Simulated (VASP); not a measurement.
Here is a VASP 6.6.1 calculation.

Contents of INCAR:

```
SYSTEM = Al3H
ALGO = Normal
EDIFF = 1E-6
ENCUT = 520
GGA = PE
ISIF = 2
ISMEAR = 0
LASPH = .True.
LCHARG = .True.
LELF = .True.
LREAL = .False.
LVHAR = .True.
LWAVE = .False.
NBANDS = 20
NELM = 60
PREC = Accurate
SIGMA = 0.1
```

The input KPOINTS:

```
k-points
0
Gamma
  12 12 10
  0 0 0
```

File POSCAR:

```
Al3H
1.0
    5.7180467490      0.0000000000      0.0000000000
   -2.8590233745      4.9519737447      0.0000000000
    0.0000000000      0.0000000000      4.1627953920
Al H
6 2
Direct
    0.1766356174      0.3532712348      0.7500000000
    0.8233643826      0.1766356174      0.2500000000
    0.8233643826      0.6467287652      0.2500000000
    0.1766356174      0.8233643826      0.7500000000
    0.6467287652      0.8233643826      0.7500000000
    0.3532712348      0.1766356174      0.2500000000
    0.6666666667      0.3333333333      0.7500000000
    0.3333333333      0.6666666667      0.2500000000
```

Potentials or basis: VASP PAW PBE potentials, release 64 (Al, H).

Command:

```bash
$ cat potpaw_PBE.64/Al/POTCAR potpaw_PBE.64/H/POTCAR > POTCAR
$ mpirun -np 1 vasp_std > vasp.out
```

Problem. Predict the pressure.

Solution. 0.0 GPa.

Problem. Estimate the largest force.

Solution. 0.007 eV/Å.

Forces on the atoms (eV/Å):
```
Al   0.000  0.007  0.000
Al  -0.006  0.003  0.000
Al   0.000 -0.007  0.000
Al   0.006 -0.003  0.000
Al  -0.006 -0.003  0.000
Al   0.006  0.003  0.000
H    0.000  0.000  0.000
H    0.000  0.000  0.000
```
